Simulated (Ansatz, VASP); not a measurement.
Bi in VASP and in Ansatz

```
Bi
1.0
     2.26750    1.30914    3.93800
    -2.26750    1.30914    3.93800
     0.00000   -2.61828    3.93800
Bi
2
Direct
  0.76600 0.76600 0.76600
  0.23400 0.23400 0.23400
```

Alike in both runs: functional r2SCAN; dispersion rVV10; k mesh 7 × 7 × 7; occupations fermi-dirac, width 0.01 eV; no spin polarisation.

|  | VASP | Ansatz |
| --- | --- | --- |
| version | VASP 6.6.1 | Ansatz 0.2.0 |
| potentials or method | VASP PAW PBE potentials, release 64 (Bi_d) | Ansatz PAW |
| plane-wave cutoff (eV) | 520 | 500 |
| valence electrons in the cell | 30 | 30 |
| task | single point | projected density of states |

```csv
,VASP,Ansatz,Ansatz less VASP
gap on the k mesh at the Fermi level (eV),0.29,0.29,-0.001
least direct gap on the mesh (eV),0.62,0.62,+0.002
pressure (GPa),0.4,0.3,-0.10
"traceless stress, the component that is largest in VASP (GPa)",0.09,0.09,+0.003
rms of the force components (eV/Å),0.030,0.022,-0.0078
```

VASP's potentials were made for PBE, not for r2SCAN. Atom by atom the forces differ by 0.008 eV/Å (rms over components).

Spin-orbit coupling is off throughout. Noted on Ansatz's run: odd divisions of the mesh miss points on the zone boundary, where band edges often lie, so the gap on the mesh can be too wide.
